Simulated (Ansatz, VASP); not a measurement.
**Two plane-wave programs on HgTe**

Contents of POSCAR:

```
HgTe
1.0
    0.0000000000      3.2235000000      3.3685575000
    3.2235000000      0.0000000000      3.3685575000
    3.2235000000      3.2235000000      0.0000000000
Hg Te
1 1
Direct
    0.0000000000      0.0000000000      0.0000000000
    0.7500000000      0.7500000000      0.7500000000
```

INCAR.step1

```
SYSTEM = HgTe
ALGO = Normal
EDIFF = 1E-4
ENCUT = 520
GGA = PE
ISMEAR = 0
LASPH = .True.
LCHARG = .False.
LREAL = .False.
LWAVE = .True.
NBANDS = 16
NELM = 80
PREC = Accurate
SIGMA = 0.15
```

Contents of INCAR.step2:

```
SYSTEM = HgTe
ALGO = Normal
EDIFF = 1E-7
ENCUT = 520
ISIF = 2
ISMEAR = 0
ISTART = 1
LASPH = .True.
LCHARG = .False.
LMIXTAU = .True.
LREAL = .False.
LWAVE = .False.
METAGGA = R2SCAN
NBANDS = 16
NELM = 80
PREC = Accurate
SIGMA = 0.15
```

Contents of KPOINTS:

```
k-points
0
Gamma
  14 14 14
  0 0 0
```

Input for Ansatz:

```yaml
crystal:
  lattice:
    - [0.0, 3.2235, 3.3685575]
    - [3.2235, 0.0, 3.3685575]
    - [3.2235, 3.2235, 0.0]
  atoms:
    - { symbol: Hg, position: [0.0, 0.0, 0.0] }
    - { symbol: Te, position: [0.75, 0.75, 0.75] }
basis:
  ecutwfc: 500
kpoints:
  mp_grid: { grid: [14, 14, 14] }
hamiltonian:
  xc: r2scan
scf:
  occupations: { method: gaussian, width: 0.15 }
output:
  forces: true
  stress: true
  eigenvalues: true
```

Change from the starting cell: strain +0.0450 x Voigt [0, 0, 1, 0, 0, 0], atoms carried along.

Alike in both runs: task single point; functional r2SCAN; k mesh 14 × 14 × 14; occupations gaussian, width 0.15 eV; no spin polarisation.

|  | VASP | Ansatz |
| --- | --- | --- |
| version | VASP 6.6.1 | Ansatz 0.2.0 |
| potentials or method | VASP PAW PBE potentials, release 64 (Hg, Te), cutoff 520 eV | scalar-relativistic, plane waves, PAW |
| valence electrons in the cell | 18 | 36 |

```tsv
	VASP	Ansatz	Ansatz less VASP
gap on the k mesh at the Fermi level (eV)	none	none	-
pressure (GPa)	0.6	0.6	-0.06
traceless stress, the component that is largest in VASP (GPa)	-0.49	-0.48	+0.003
```

VASP's potentials were made for PBE, not for r2SCAN. A gap of «none» marks a metal or a gap that the smearing closes. With one functional, cell and mesh, what is left measures potentials, basis and numerics. VASP's potentials hold 18 valence electrons a cell and Ansatz's 36, so a difference there can come from the potentials and not from the codes.

Spin-orbit coupling is off throughout.
